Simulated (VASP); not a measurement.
# InAs (F-43m) in VASP: further runs

Runs on InAs. Level: HSE06. Tasks: single point.

All numbers are computed with VASP 6.6.1; they aren't measurements. Logs are shortened: lines on timing, memory, paths and dates and some standing lists are left out, and cuts for length are marked.

**1. The cell of the first run**

The structure is cubic, space group F-43m (No. 216). Conventional cell: a = 5.926 Å, b = 5.926 Å, c = 5.926 Å, α = 90.00°, β = 90.00°, γ = 90.00°. In (site symmetry -43m) has 4 As at 2.57 Å within 3.4 Å. Within 3.4 Å of As (site symmetry -43m) lie 4 In at 2.57 Å.

**2. Single point, HSE06 (strain -3.0%)**

POSCAR reads:

```
InAs
1.0
    0.0000000000      2.9629527589      2.9629527589
    2.9629527589      0.0000000000      2.9629527589
    2.9629527589      2.9629527589      0.0000000000
In As
1 1
Direct
    0.0000000000      0.0000000000      0.0000000000
    0.2500000000      0.2500000000      0.2500000000
```

INCAR.step1 reads:

```
SYSTEM = InAs
PREC = Accurate
ENCUT = 520
EDIFF = 1E-5
ISMEAR = -1
SIGMA = 0.02
LREAL = .False.
LASPH = .True.
NELM = 80
ALGO = Normal
ISIF = 2
LWAVE = .True.
LCHARG = .False.
GGA = PE
NBANDS = 16
```

INCAR.step2 reads:

```
SYSTEM = InAs
PREC = Accurate
ENCUT = 520
EDIFF = 1E-6
ISMEAR = -1
SIGMA = 0.02
LREAL = .False.
LASPH = .True.
NELM = 80
ALGO = Normal
ISIF = 2
LWAVE = .False.
LCHARG = .False.
GGA = PE
LHFCALC = .True.
HFSCREEN = 0.2079
PRECFOCK = Normal
ISTART = 1
NBANDS = 16
```

KPOINTS reads:

```
regular mesh
0
Gamma
  6 6 6
  0 0 0
```

Potentials or basis: VASP PAW PBE potentials, release 64 (In_d, As).

The run is started by

```bash
cat potpaw_PBE.64/In_d/POTCAR potpaw_PBE.64/As/POTCAR > POTCAR
cp INCAR.step1 INCAR
mpirun -np 1 vasp_std > vasp.out
cp INCAR.step2 INCAR
mpirun -np 1 vasp_std > vasp.out
```

OUTCAR:

```text
SYSTEM = InAs
   PREC = Accurate
   ENCUT = 520
   EDIFF = 1E-6
   ISMEAR = -1
   LREAL = .False.
   LASPH = .True.
   NELM = 80
   ISIF = 2
   GGA = PE
   LHFCALC = .True.
   HFSCREEN = 0.2079
   PRECFOCK = Normal
   ISTART = 1

 ion  position               nearest neighbor table
   1  0.000  0.000  0.000-   2 2.57   2 2.57   2 2.57   2 2.57
   2  0.250  0.250  0.250-   1 2.57   1 2.57   1 2.57   1 2.57

  LATTYP: Found a face centered cubic cell.
 ALAT       =     5.9259055178

  Lattice vectors:

 A1 = (   0.0000000000,   2.9629527589,   2.9629527589)
 A2 = (   2.9629527589,   0.0000000000,   2.9629527589)
 A3 = (   2.9629527589,   2.9629527589,   0.0000000000)

Analysis of symmetry for initial positions (statically):
=====================================================================
 Subroutine PRICEL returns:
 Original cell was already a primitive cell.

 Routine SETGRP: Setting up the symmetry group for a
 face centered cubic supercell.

 Subroutine GETGRP returns: Found 24 space group operations
 (whereof 24 operations were pure point group operations)
 out of a pool of 48 trial point group operations.

The static configuration has the point symmetry T_d .

Analysis of symmetry for dynamics (positions and initial velocities):
=====================================================================
 Subroutine PRICEL returns:
 Original cell was already a primitive cell.

 Routine SETGRP: Setting up the symmetry group for a
 face centered cubic supercell.

 Subroutine GETGRP returns: Found 24 space group operations
 (whereof 24 operations were pure point group operations)
 out of a pool of 48 trial point group operations.

The dynamic configuration has the point symmetry T_d .

 Subroutine INISYM returns: Found 24 space group operations
 (whereof 24 operations are pure point group operations),
 and found     1 'primitive' translations

----------------------------------------------------------------------------------------

                                     Primitive cell

  volume of cell :      52.0241

  direct lattice vectors                    reciprocal lattice vectors
     0.000000000  2.962952759  2.962952759    -0.168750581  0.168750581  0.168750581
     2.962952759  0.000000000  2.962952759     0.168750581 -0.168750581  0.168750581
     2.962952759  2.962952759  0.000000000     0.168750581  0.168750581 -0.168750581

  length of vectors
     4.190247976  4.190247976  4.190247976     0.292284580  0.292284580  0.292284580

  position of ions in fractional coordinates (direct lattice)
[... 78 lines left out ...]
   POTIM  = 0.5000    time-step for ionic-motion
   TEBEG  =    0.0;   TEEND  =   0.0 temperature during run
   PSTRESS=    0.0 pullay stress
   NELECT =      18.0000    total number of electrons
   NUPDOWN=      -1.0000    fix difference up-down
   EMIN   =  10.00;   EMAX   =-10.00  energy-range for DOS
   EFERMI =   0.00;   METHOD = LEGACY
   ISMEAR =    -1;   SIGMA  =   0.02  broadening in eV -4-tet -1-fermi 0-gaus
   EFERMI_NEDOS =   21; number of points for ismear=-14 and -15
   IALGO  =     38    algorithm
   IMIX   =      1    mixing-type and parameters
     AMIX     =   0.40;   BMIX     =  1.00
     AMIX_MAG =   1.60;   BMIX_MAG =  1.00
  volume/ion in A,a.u.               =      26.01       175.54
  Fermi-wavevector in a.u.,A,eV,Ry     =   1.149293  2.171850 17.971602  1.320875
  Thomas-Fermi vector in A             =   2.285964
   LORBIT       =      0    0 simple, 1 ext, 2 COOP (PROOUT), +10 PAW based schemes
   GGA     = PE    functional components
   LHFCALC =     T    Hartree Fock is set to
   PRECFOCK=normal    Normal, Fast or Accurate (Low or Medium for compatibility)
   ENCUT4O =  -1.0   cutoff for four orbital integrals eV
   NKREDX  =     1    reduce k-point grid by
   NKREDY  =     1    reduce k-point grid by
   NKREDZ  =     1    reduce k-point grid by
   AEXX    =    0.2500 exact exchange contribution
   HFSCREEN=    0.2079 screening length (either q_TF or 0.3 A-1)
   HFSCREENC=   0.2079 screening length for correlation (either q_TF or 0.3 A-1)
   ENCUTFOCK=  -1.0 apply spherical cutoff to Coloumb kernel
   IVDW    =     0    specifies the selected vdW correction
   LEPSILON=     F    determine dielectric tensor
   LRPA    =     F    only Hartree local field effects (RPA)
 non-spin polarized calculation
  energy-cutoff  :      520.00
  volume of cell :       52.02
 maximum number of plane-waves:      1420
  NGX = 24; NGY = 24; NGZ = 24

 number of electron      18.0000008 magnetization

 Free energy of the ion-electron system (eV)
  ---------------------------------------------------
  ext. energy  EPLUGINS =         0.00000000
  ---------------------------------------------------
  free energy    TOTEN  =        -9.12783818 eV

  energy without entropy =       -9.12783818  energy(sigma->0) =       -9.12783818

 E-fermi :   5.1529     XC(G=0):  -7.7926

 val. band max:        4.7271134639   @ k =   0.0000   0.0000   0.0000
 cond. band min:       5.6266468497   @ k =   0.0000   0.0000   0.0000
 fundamental gap:      0.8995333858
 Fermi energy:         5.1529210737

 k-point     1 :       0.0000    0.0000    0.0000
  band No.  band energies     occupation
      1     -11.5180      2.00000
      2     -11.5180      2.00000
      3     -11.5180      2.00000
      4     -11.3564      2.00000
      5     -11.3564      2.00000
      6      -8.7455      2.00000
[... 281 lines left out ...]
      3     -11.4241      2.00000
      4     -11.3847      2.00000
      5     -11.3410      2.00000
      6      -6.1952      2.00000
[... 8 lines left out ...]
     15      17.8690      0.00000
     16      17.9735      0.00000

------------------------ aborting loop because EDIFF is reached ----------------------------------------

  FORCE on cell =-STRESS in cart. coord.  units (eV):
  Direction    XX          YY          ZZ          XY          YZ          ZX
  --------------------------------------------------------------------------------------
  -------------------------------------------------------------------------------------
  Total        2.0396268      2.0396268      2.0396268      0.0000000      0.0000000     -0.0000000
  in kB       62.8140964     62.8140964     62.8140964      0.0000000      0.0000000     -0.0000000
  external PRESSURE =      62.8140964 kB  Pullay stress =       0.0000000 kB

 VOLUME and BASIS-vectors are now :
 -----------------------------------------------------------------------------
  energy-cutoff  :      520.00
  volume of cell :       52.02
      direct lattice vectors                 reciprocal lattice vectors
     0.000000000  2.962952759  2.962952759    -0.168750581  0.168750581  0.168750581
     2.962952759  0.000000000  2.962952759     0.168750581 -0.168750581  0.168750581
     2.962952759  2.962952759  0.000000000     0.168750581  0.168750581 -0.168750581

 POSITION                                       TOTAL-FORCE (eV/Angst)
 -----------------------------------------------------------------------------------
      0.00000      0.00000      0.00000         0.000000      0.000000      0.000000
      1.48148      1.48148      1.48148        -0.000000     -0.000000     -0.000000
 -----------------------------------------------------------------------------------
    total drift:                                0.000032      0.000033      0.000020

  FREE ENERGIE OF THE ION-ELECTRON SYSTEM (eV)
  ---------------------------------------------------
  free  energy   TOTEN  =        -9.1278381835 eV

  energy  without entropy=       -9.1278381835  energy(sigma->0) =       -9.12783818
```

OSZICAR.step1:

```text
N       E                     dE             d eps       ncg     rms          rms(c)
DAV:   1     0.118053530201E+03    0.11805E+03   -0.85740E+03   512   0.130E+03
DAV:   2     0.354637045608E+00   -0.11770E+03   -0.11249E+03   568   0.310E+02
DAV:   3    -0.763242855641E+01   -0.79871E+01   -0.79523E+01   664   0.782E+01
DAV:   4    -0.782126934307E+01   -0.18884E+00   -0.18881E+00   640   0.130E+01
DAV:   5    -0.783088125341E+01   -0.96119E-02   -0.96118E-02   760   0.259E+00    0.506E+00
DAV:   6    -0.755720174679E+01    0.27368E+00   -0.37901E-01   800   0.111E+01    0.282E+00
DAV:   7    -0.752502377377E+01    0.32178E-01   -0.13367E-01   720   0.351E+00    0.741E-01
DAV:   8    -0.752594476435E+01   -0.92099E-03   -0.16332E-02   648   0.149E+00    0.246E-01
DAV:   9    -0.752653399075E+01   -0.58923E-03   -0.10893E-03   600   0.275E-01    0.142E-01
DAV:  10    -0.752672658331E+01   -0.19259E-03   -0.25466E-04   664   0.251E-01    0.761E-02
DAV:  11    -0.752677694952E+01   -0.50366E-04   -0.11184E-04   560   0.138E-01    0.413E-02
DAV:  12    -0.752677636795E+01    0.58158E-06   -0.68741E-06   520   0.377E-02
   1 F= -.75267764E+01 E0= -.75267093E+01  d E =-.134046E-03
```

Run time: 60 min. Hardware: 1 thread of AMD EPYC 7R43 (Zen 3), shared host; peak memory 0.27 GiB.

Results:

```yaml
Free_energy: -9.1278 eV
Pressure: 6.3 GPa
Band_gap_on_the_k_mesh: 0.90 eV
```

Levels at points of the mesh, in eV from the valence-band top:
| k point | band 5 | band 6 | band 7 | band 8 | band 9 | band 10 | band 11 | band 12 | band 13 | band 14 |
| --- | --- | --- | --- | --- | --- | --- | --- | --- | --- | --- |
| (0.00, 0.00, 0.00) | -16.08 | -13.47 | 0.00 | 0.00 | 0.00 | 0.90 | 4.71 | 4.71 | 4.71 | 8.71 |
| (0.50, 0.00, 0.00) | -16.07 | -11.65 | -6.60 | -1.17 | -1.17 | 1.82 | 5.49 | 5.49 | 7.77 | 10.47 |
| (0.50, 0.50, 0.00) | -16.06 | -10.98 | -6.61 | -2.75 | -2.75 | 2.02 | 2.73 | 10.76 | 10.95 | 10.95 |

Caveat: the cell differs from its parent crystal (strain -3.0%); the cell stands under pressure; the PAW data sets were made with another functional, which shifts forces and pressure a little; spin-orbit coupling is left out, which moves the levels of the heavy elements.

**3. Single point, HSE06 (strain -4.0%)**

POSCAR reads:

```
InAs
1.0
    0.0000000000      2.9324068541      2.9324068541
    2.9324068541      0.0000000000      2.9324068541
    2.9324068541      2.9324068541      0.0000000000
In As
1 1
Direct
    0.0000000000      0.0000000000      0.0000000000
    0.2500000000      0.2500000000      0.2500000000
```

INCAR.step1 reads:

```
PREC = Accurate
ENCUT = 520
EDIFF = 1E-5
ISMEAR = 0
SIGMA = 0.01
LREAL = F
LASPH = T
NELM = 60
ALGO = Normal
ISIF = 2
LWAVE = T
LCHARG = F
GGA = PE
NBANDS = 16
```

INCAR.step2 reads:

```
PREC = Accurate
ENCUT = 520
EDIFF = 1E-6
ISMEAR = 0
SIGMA = 0.01
LREAL = F
LASPH = T
NELM = 60
ALGO = Normal
ISIF = 2
LWAVE = F
LCHARG = F
GGA = PE
LHFCALC = T
HFSCREEN = 0.2079
PRECFOCK = Normal
ISTART = 1
NBANDS = 16
```

KPOINTS reads:

```
Automatic mesh
0
Gamma
  6 6 6
```

Potentials or basis: VASP PAW PBE potentials, release 64 (In_d, As).

The run is started by

```bash
cat potpaw_PBE.64/In_d/POTCAR potpaw_PBE.64/As/POTCAR > POTCAR
cp INCAR.step1 INCAR
mpirun -np 1 vasp_std > vasp.out
cp INCAR.step2 INCAR
mpirun -np 1 vasp_std > vasp.out
```

Run time: 72 min. Hardware: 1 thread of Intel Xeon 8259CL, shared host; peak memory 0.31 GiB.

It converged, with:

* Free energy: -9.0505 eV
* Pressure: 9.1 GPa
* Band gap on the k mesh: 1.08 eV

Levels at points of the mesh, in eV from the valence-band top:
| k point | band 6 | band 7 | band 8 | band 9 | band 10 | band 11 | band 12 | band 13 |
| --- | --- | --- | --- | --- | --- | --- | --- | --- |
| (0.00, 0.00, 0.00) | -13.71 | 0.00 | 0.00 | 0.00 | 1.08 | 4.72 | 4.72 | 4.72 |
| (0.50, 0.00, 0.00) | -11.78 | -6.80 | -1.22 | -1.22 | 1.90 | 5.51 | 5.51 | 7.79 |
| (0.50, 0.50, 0.00) | -11.06 | -6.77 | -2.88 | -2.88 | 1.96 | 2.73 | 11.00 | 11.19 |

Caveat: the cell differs from its parent crystal (strain -4.0%); the cell stands under pressure; the PAW data sets were made with another functional, which shifts forces and pressure a little; spin-orbit coupling is left out, which moves the levels of the heavy elements.
